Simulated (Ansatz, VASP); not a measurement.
# One calculation of BeCd3Te4, two programs

```xyz
8
Lattice="6.3750 0.0000 0.0000 0.0000 6.3750 0.0000 0.0000 0.0000 6.3750" Properties=species:S:1:pos:R:3 pbc="T T T"
Be    0.0000    0.0000    0.0000
Cd    3.1875    0.0000    3.1875
Cd    0.0000    3.1875    3.1875
Cd    3.1875    3.1875    0.0000
Te    1.4442    4.9309    4.9309
Te    4.9309    4.9309    1.4442
Te    4.9309    1.4442    4.9309
Te    1.4442    1.4442    1.4442
```

Alike in both runs: functional PBE; k mesh 3 × 3 × 3; occupations gaussian, width 0.2 eV; no spin polarisation.

Ansatz relaxed the structure, and its values are those at the end. VASP's run is a single point on that final structure, the one shown.

|  | VASP | Ansatz |
| --- | --- | --- |
| version | VASP 6.6.1 | Ansatz 0.2.0 |
| potentials or method | VASP PAW PBE potentials, release 64 (Be, Cd, Te), cutoff 520 eV | scalar-relativistic, plane waves, PAW |
| valence electrons in the cell | 62 | 126 |

|  | VASP | Ansatz | Ansatz less VASP |
| --- | --- | --- | --- |
| gap on the k mesh at the Fermi level (eV) | 1.11 | 1.11 | 0.000 |
| least direct gap on the mesh (eV) | 1.11 | 1.11 | 0.000 |
| pressure (GPa) | 0.1 | 0.0 | -0.11 |

VASP's potentials hold 62 valence electrons a cell and Ansatz's 126, so a difference there can come from the potentials and not from the codes.

Neither program's run includes spin-orbit coupling.
